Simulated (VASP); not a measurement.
# Si2Ni (Fm-3m) in VASP: single point with PBEsol+U

Aim: the single point of Si2Ni with PBEsol+U.

All numbers are computed with VASP 6.6.1; they aren't measurements. Logs are shortened: lines on timing, memory, paths and dates and some standing lists are left out, and cuts for length are marked.

## 1. The cell of the first run

The structure is cubic, space group Fm-3m (No. 225). Conventional cell: a = 5.386 Å, b = 5.386 Å, c = 5.386 Å, α = 90.00°, β = 90.00°, γ = 90.00°. Within 3.1 Å of Si (site symmetry -43m) lie 4 Ni at 2.33 Å and 6 Si at 2.69 Å. Ni (site symmetry m-3m) has 8 Si at 2.33 Å within 3.1 Å.

## 2. Single point, PBEsol+U, collinear spin, zero start

The input, INCAR:

```
SYSTEM = Si2Ni
  PREC = Accurate
  ENCUT = 600
  EDIFF = 1E-6
  ISMEAR = -1
  SIGMA = 0.008617333262145177
  LREAL = .False.
  LASPH = .True.
  NELM = 200
  ALGO = Normal
  ISIF = 2
  LWAVE = .False.
  LCHARG = .False.
  ISPIN = 2
  MAGMOM = 0 0 0
  LORBIT = 11
  LMAXMIX = 4
  LDAU = .True.
  LDAUTYPE = 1
  LDAUL = -1 2
  LDAUU = 0 5.8
  LDAUJ = 0 0.36
  LDAUPRINT = 1
  GGA = PS
  NBANDS = 20
  GGA_COMPAT = .False.
```

The input, KPOINTS:

```
regular mesh
0
Gamma
  2 2 2
  0 0 0
```

The input, POSCAR:

```
Si2Ni
1.0
    0.0000000000      2.6931550407      2.6931550407
    2.6931550407      0.0000000000      2.6931550407
    2.6931550407      2.6931550407      0.0000000000
Si Ni
2 1
Direct
    0.2500000000      0.2500000000      0.2500000000
    0.7500000000      0.7500000000      0.7500000000
    0.0000000000      0.0000000000      0.0000000000
```

Potentials or basis: VASP PAW PBE potentials, release 64 (Si, Ni).

Run with:

```sh
cat potpaw_PBE.64/Si/POTCAR potpaw_PBE.64/Ni/POTCAR > POTCAR
mpirun -np 1 vasp_std > vasp.out
```

OUTCAR:

```text
SYSTEM = Si2Ni
   PREC = Accurate
   ENCUT = 600
   EDIFF = 1E-6
   ISMEAR = -1
   LREAL = .False.
   LASPH = .True.
   NELM = 200
   ISIF = 2
   ISPIN = 2
   LORBIT = 11
   GGA = PS

 ion  position               nearest neighbor table
   1  0.250  0.250  0.250-   3 2.33   3 2.33   3 2.33   3 2.33   2 2.69   2 2.69   2 2.69   2 2.69
                             2 2.69   2 2.69
   2  0.750  0.750  0.750-   3 2.33   3 2.33   3 2.33   3 2.33   1 2.69   1 2.69   1 2.69   1 2.69
                             1 2.69   1 2.69
   3  0.000  0.000  0.000-   1 2.33   2 2.33   2 2.33   2 2.33   2 2.33   1 2.33   1 2.33   1 2.33

  LATTYP: Found a face centered cubic cell.
 ALAT       =     5.3863100814

  Lattice vectors:

 A1 = (   0.0000000000,   2.6931550407,   2.6931550407)
 A2 = (   2.6931550407,   0.0000000000,   2.6931550407)
 A3 = (   2.6931550407,   2.6931550407,   0.0000000000)

Analysis of symmetry for initial positions (statically):
=====================================================================
 Subroutine PRICEL returns:
 Original cell was already a primitive cell.

 Routine SETGRP: Setting up the symmetry group for a
 face centered cubic supercell.

 Subroutine GETGRP returns: Found 48 space group operations
 (whereof 48 operations were pure point group operations)
 out of a pool of 48 trial point group operations.

The static configuration has the point symmetry O_h .

Analysis of symmetry for dynamics (positions and initial velocities):
=====================================================================
 Subroutine PRICEL returns:
 Original cell was already a primitive cell.

 Routine SETGRP: Setting up the symmetry group for a
 face centered cubic supercell.

 Subroutine GETGRP returns: Found 48 space group operations
 (whereof 48 operations were pure point group operations)
 out of a pool of 48 trial point group operations.

The dynamic configuration has the point symmetry O_h .

Analysis of structural, dynamic, and magnetic symmetry:
=====================================================================
 Subroutine PRICEL returns:
 Original cell was already a primitive cell.

 Routine SETGRP: Setting up the symmetry group for a
 face centered cubic supercell.

 Subroutine GETGRP returns: Found 48 space group operations
 (whereof 48 operations were pure point group operations)
 out of a pool of 48 trial point group operations.

The overall configuration has the point symmetry O_h .

 Subroutine INISYM returns: Found 48 space group operations
 (whereof 48 operations are pure point group operations),
 and found     1 'primitive' translations

----------------------------------------------------------------------------------------

                                     Primitive cell

  volume of cell :      39.0674

  direct lattice vectors                    reciprocal lattice vectors
     0.000000000  2.693155041  2.693155041    -0.185655854  0.185655854  0.185655854
     2.693155041  0.000000000  2.693155041     0.185655854 -0.185655854  0.185655854
     2.693155041  2.693155041  0.000000000     0.185655854  0.185655854 -0.185655854

  length of vectors
     3.808696384  3.808696384  3.808696384     0.321565372  0.321565372  0.321565372

  position of ions in fractional coordinates (direct lattice)
     0.250000000  0.250000000  0.250000000
     0.750000000  0.750000000  0.750000000
     0.000000000  0.000000000  0.000000000

  ion indices of the primitive-cell ions
   primitive index   ion index
                 1           1
                 2           2
                 3           3

----------------------------------------------------------------------------------------

 KPOINTS: regular mesh

Automatic generation of k-mesh.
 Grid dimensions read from file:
 generate k-points for:    2    2    2

 Generating k-lattice:

  Cartesian coordinates                     Fractional coordinates (reciprocal lattice)
    -0.092827927  0.092827927  0.092827927     0.500000000  0.000000000  0.000000000
     0.092827927 -0.092827927  0.092827927     0.000000000  0.500000000  0.000000000
     0.092827927  0.092827927 -0.092827927     0.000000000  0.000000000  0.500000000

  Length of vectors
     0.160782686  0.160782686  0.160782686

  Shift w.r.t. Gamma in fractional coordinates (k-lattice)
     0.000000000  0.000000000  0.000000000

 Subroutine IBZKPT returns following result:
 ===========================================

 Found      3 irreducible k-points:

 Following reciprocal coordinates:
            Coordinates               Weight
  0.000000  0.000000  0.000000      1.000000
  0.500000  0.000000  0.000000      4.000000
  0.500000  0.500000  0.000000      3.000000
   k-points           NKPTS =      3   k-points in BZ     NKDIM =      3   number of bands    NBANDS=     20
   number of dos      NEDOS =    301   number of ions     NIONS =      3
   total plane-waves  NPLWV =  27000
   dimension x,y,z NGX =    30 NGY =   30 NGZ =   30
   dimension x,y,z NGXF=    60 NGYF=   60 NGZF=   60
   ions per type =               2   1
   NGX,Y,Z   is equivalent  to a cutoff of  13.09, 13.09, 13.09 a.u.
   NGXF,Y,Z  is equivalent  to a cutoff of  26.19, 26.19, 26.19 a.u.
 SYSTEM =  Si2Ni
   PREC   = accura    normal or accurate (medium, high low for compatibility)
   ISTART =      0    job   : 0-new  1-cont  2-samecut
   ICHARG =      2    charge: 1-file 2-atom 10-const
   ISPIN  =      2    spin polarized calculation?
   LNONCOLLINEAR =      F non collinear calculations
   LSORBIT =      F    spin-orbit coupling
   LASPH  =      T    aspherical Exc in radial PAW
   ENCUT  =  600.0 eV  44.10 Ry    6.64 a.u.   7.61  7.61  7.61*2*pi/ulx,y,z
   NELM   =    200;   NELMIN=  2; NELMDL= -5     # of ELM steps
   EDIFF  = 0.1E-05   stopping-criterion for ELM
   LREAL  =      F    real-space projection
   EDIFFG = 0.1E-04   stopping-criterion for IOM
   NSW    =      0    number of steps for IOM
   IBRION =     -1    ionic relax: 0-MD 1-quasi-New 2-CG
   NFREE  =      0    steps in history (QN), initial steepest desc. (CG)
   ISIF   =      2    stress and relaxation
   ISYM   =      2    0-nonsym 1-usesym 2-fastsym
   POTIM  = 0.5000    time-step for ionic-motion
   TEBEG  =    0.0;   TEEND  =   0.0 temperature during run
   PSTRESS=    0.0 pullay stress
   NELECT =      18.0000    total number of electrons
   NUPDOWN=      -1.0000    fix difference up-down
   EMIN   =  10.00;   EMAX   =-10.00  energy-range for DOS
   EFERMI =   0.00;   METHOD = LEGACY
   ISMEAR =    -1;   SIGMA  =   0.01  broadening in eV -4-tet -1-fermi 0-gaus
   EFERMI_NEDOS =   21; number of points for ismear=-14 and -15
   IALGO  =     38    algorithm
   IMIX   =      4    mixing-type and parameters
     AMIX     =   0.40;   BMIX     =  1.00
     AMIX_MAG =   1.60;   BMIX_MAG =  1.00
  volume/ion in A,a.u.               =      13.02        87.88
  Fermi-wavevector in a.u.,A,eV,Ry     =   1.264429  2.389424 21.752718  1.598780
  Thomas-Fermi vector in A             =   2.397734
   LORBIT       =     11    0 simple, 1 ext, 2 COOP (PROOUT), +10 PAW based schemes
 LDA+U is selected, type is set to LDAUTYPE =  1
   angular momentum for each species LDAUL =    -1    2
   U (eV)           for each species LDAUU =   0.0  5.8
   J (eV)           for each species LDAUJ =   0.0  0.4
   GGA     = PS    functional components
   LHFCALC =     F    Hartree Fock is set to
   AEXX    =    0.0000 exact exchange contribution
   IVDW    =     0    specifies the selected vdW correction
   LEPSILON=     F    determine dielectric tensor
   LRPA    =     F    only Hartree local field effects (RPA)
 spin polarized calculation
  energy-cutoff  :      600.00
  volume of cell :       39.07
 maximum number of plane-waves:      1308
   NGX = 15   NGY = 15   NGZ = 15

 number of electron      17.9999991 magnetization      -0.0000000

atom =   3  type =  2  l = 2

 onsite density matrix

spin component  1

  0.8747  0.0000 -0.0000  0.0000  0.0000
  0.0000  0.8747 -0.0000 -0.0000  0.0000
 -0.0000 -0.0000  0.8773 -0.0000  0.0000
  0.0000 -0.0000 -0.0000  0.8747 -0.0000
  0.0000  0.0000  0.0000 -0.0000  0.8773

spin component  2

  0.8747  0.0000 -0.0000  0.0000 -0.0000
  0.0000  0.8747 -0.0000 -0.0000  0.0000
 -0.0000 -0.0000  0.8773 -0.0000  0.0000
  0.0000 -0.0000 -0.0000  0.8747 -0.0000
 -0.0000  0.0000  0.0000 -0.0000  0.8773

 occupancies and eigenvectors

  o =  0.8747  v =  0.0000  0.0000  0.0000  0.0000  0.0000  0.0000 -1.0000  0.0000 -0.0008 -0.0000      0.0000  0.0000  0.0000  0.0000  0.0000  0.0000  0.0000  0.0000  0.0000  0.0000
  o =  0.8747  v =  0.0000  0.0000  0.0000  0.0000  0.0000  0.0000 -0.0008 -0.0000  1.0000  0.0000      0.0000  0.0000  0.0000  0.0000  0.0000  0.0000  0.0000  0.0000  0.0000  0.0000
  o =  0.8747  v =  0.0000  0.0000  0.0000  0.0000  0.0000  1.0000  0.0000  0.0000  0.0000  0.0000      0.0000  0.0000  0.0000  0.0000  0.0000  0.0000  0.0000  0.0000  0.0000  0.0000
  o =  0.8747  v =  0.0000  0.8434 -0.0000 -0.5373 -0.0000  0.0000  0.0000  0.0000  0.0000  0.0000      0.0000  0.0000  0.0000  0.0000  0.0000  0.0000  0.0000  0.0000  0.0000  0.0000
  o =  0.8747  v =  0.0000  0.5373 -0.0000  0.8434  0.0000  0.0000  0.0000  0.0000  0.0000  0.0000      0.0000  0.0000  0.0000  0.0000  0.0000  0.0000  0.0000  0.0000  0.0000  0.0000
  o =  0.8747  v =  1.0000  0.0000  0.0000  0.0000  0.0000  0.0000  0.0000  0.0000  0.0000  0.0000      0.0000  0.0000  0.0000  0.0000  0.0000  0.0000  0.0000  0.0000  0.0000  0.0000
  o =  0.8773  v =  0.0000  0.0000  0.0000  0.0000  0.0000  0.0000 -0.0000 -0.0004 -0.0000  1.0000      0.0000  0.0000  0.0000  0.0000  0.0000  0.0000  0.0000  0.0000  0.0000  0.0000
  o =  0.8773  v =  0.0000  0.0000  0.0000  0.0000  0.0000  0.0000  0.0000  1.0000  0.0000  0.0004      0.0000  0.0000  0.0000  0.0000  0.0000  0.0000  0.0000  0.0000  0.0000  0.0000
  o =  0.8773  v =  0.0000  0.0000  0.0005 -0.0000  1.0000  0.0000  0.0000  0.0000  0.0000  0.0000      0.0000  0.0000  0.0000  0.0000  0.0000  0.0000  0.0000  0.0000  0.0000  0.0000
  o =  0.8773  v =  0.0000  0.0000  1.0000  0.0000 -0.0005  0.0000  0.0000  0.0000  0.0000  0.0000      0.0000  0.0000  0.0000  0.0000  0.0000  0.0000  0.0000  0.0000  0.0000  0.0000

 number of electron      17.9999991 magnetization       0.0000000

 Free energy of the ion-electron system (eV)
  ---------------------------------------------------
  ext. energy  EPLUGINS =         0.00000000
  ---------------------------------------------------
  free energy    TOTEN  =       -14.54231642 eV

  energy without entropy =      -14.54231642  energy(sigma->0) =      -14.54231642

 E-fermi :   9.6294     XC(G=0): -11.6931

 val. band max:        9.3660065314   @ k =   0.5000   0.5000   0.0000
 cond. band min:      10.3211105311   @ k =   0.0000   0.0000   0.0000
 fundamental gap:      0.9551039997
 Fermi energy:         9.6293649199

 spin component 1

 k-point     1 :       0.0000    0.0000    0.0000
  band No.  band energies     occupation
      1      -3.4091      1.00000
      2       4.3767      1.00000
      3       4.3767      1.00000
      4       4.3767      1.00000
      5       5.8201      1.00000
      6       5.8201      1.00000
[... 12 lines left out ...]
     19      19.5885      0.00000
     20      23.6435      0.00000

 k-point     2 :       0.5000    0.0000    0.0000
  band No.  band energies     occupation
      1      -0.2232      1.00000
      2       0.4231      1.00000
      3       4.7464      1.00000
      4       4.7464      1.00000
      5       5.8489      1.00000
      6       5.9838      1.00000
[... 12 lines left out ...]
     19      21.7475      0.00000
     20      27.3813      0.00000

 k-point     3 :       0.5000    0.5000    0.0000
  band No.  band energies     occupation
      1       0.6285      1.00000
      2       2.2600      1.00000
      3       2.6205      1.00000
      4       5.7342      1.00000
      5       5.7342      1.00000
      6       5.9689      1.00000
[... 12 lines left out ...]
     19      24.9862      0.00000
     20      24.9930      0.00000
 Fermi energy:         9.6293649199

 spin component 2

 k-point     1 :       0.0000    0.0000    0.0000
  band No.  band energies     occupation
      1      -3.4091      1.00000
      2       4.3767      1.00000
      3       4.3767      1.00000
      4       4.3767      1.00000
      5       5.8201      1.00000
      6       5.8201      1.00000
[... 12 lines left out ...]
     19      19.5885      0.00000
     20      23.6435      0.00000

 k-point     2 :       0.5000    0.0000    0.0000
  band No.  band energies     occupation
      1      -0.2232      1.00000
      2       0.4231      1.00000
      3       4.7464      1.00000
      4       4.7464      1.00000
      5       5.8489      1.00000
      6       5.9838      1.00000
[... 12 lines left out ...]
     19      21.7475      0.00000
     20      27.3813      0.00000

 k-point     3 :       0.5000    0.5000    0.0000
  band No.  band energies     occupation
      1       0.6285      1.00000
      2       2.2600      1.00000
      3       2.6205      1.00000
      4       5.7343      1.00000
      5       5.7343      1.00000
      6       5.9689      1.00000
[... 12 lines left out ...]
     19      24.9862      0.00000
     20      24.9930      0.00000

------------------------ aborting loop because EDIFF is reached ----------------------------------------

  FORCE on cell =-STRESS in cart. coord.  units (eV):
  Direction    XX          YY          ZZ          XY          YZ          ZX
  --------------------------------------------------------------------------------------
  -------------------------------------------------------------------------------------
  Total       -0.7722807     -0.7722807     -0.7722807      0.0000000      0.0000000      0.0000000
  in kB      -31.6717240    -31.6717240    -31.6717240      0.0000000      0.0000000      0.0000000
  external PRESSURE =     -31.6717240 kB  Pullay stress =       0.0000000 kB

 VOLUME and BASIS-vectors are now :
 -----------------------------------------------------------------------------
  energy-cutoff  :      600.00
  volume of cell :       39.07
      direct lattice vectors                 reciprocal lattice vectors
     0.000000000  2.693155041  2.693155041    -0.185655854  0.185655854  0.185655854
     2.693155041  0.000000000  2.693155041     0.185655854 -0.185655854  0.185655854
     2.693155041  2.693155041  0.000000000     0.185655854  0.185655854 -0.185655854

 POSITION                                       TOTAL-FORCE (eV/Angst)
 -----------------------------------------------------------------------------------
      1.34658      1.34658      1.34658         0.000000      0.000000      0.000000
      4.03973      4.03973      4.03973        -0.000000     -0.000000     -0.000000
      0.00000      0.00000      0.00000        -0.000000      0.000000      0.000000
 -----------------------------------------------------------------------------------
    total drift:                                0.000000     -0.000000     -0.000000

  FREE ENERGIE OF THE ION-ELECTRON SYSTEM (eV)
  ---------------------------------------------------
  free  energy   TOTEN  =       -14.5423164222 eV

  energy  without entropy=      -14.5423164222  energy(sigma->0) =      -14.54231642

 total charge

# of ion       s       p       d       tot
------------------------------------------
    1        0.716   0.873   0.000   1.589
    2        0.716   0.873   0.000   1.589
    3        0.489   0.835   8.717  10.040
--------------------------------------------------
tot          1.921   2.581   8.717  13.219

 magnetization (x)

# of ion       s       p       d       tot
------------------------------------------
    1       -0.000  -0.000   0.000  -0.000
    2       -0.000  -0.000   0.000  -0.000
    3        0.000   0.000   0.000   0.000
--------------------------------------------------
tot          0.000  -0.000   0.000   0.000
```

Wall time 25 s (1 thread of Intel Xeon 8259CL, shared host); peak memory 0.18 GiB.

What came out:

- Free energy: -14.5423 eV
- Pressure: -3.2 GPa
- Band gap on the k mesh: zero (filled and empty bands overlap)
- Net moment: 0.00 μB per cell
- Valence electrons inside the program's atomic spheres: Si 1.59; Ni 10.04

Eigenvalues of the final occupation matrices:
```csv
site,spin,trace,eigenvalues
site 3 d,1,4.38,0.87 0.87 0.87 0.88 0.88
site 3 d,2,4.38,0.87 0.87 0.87 0.88 0.88
```

Caveat: the k points lie up to 1.01 Å⁻¹ apart; the PAW data sets were made with another functional, which shifts forces and pressure a little; the U is typed as a test and isn't derived for this compound.
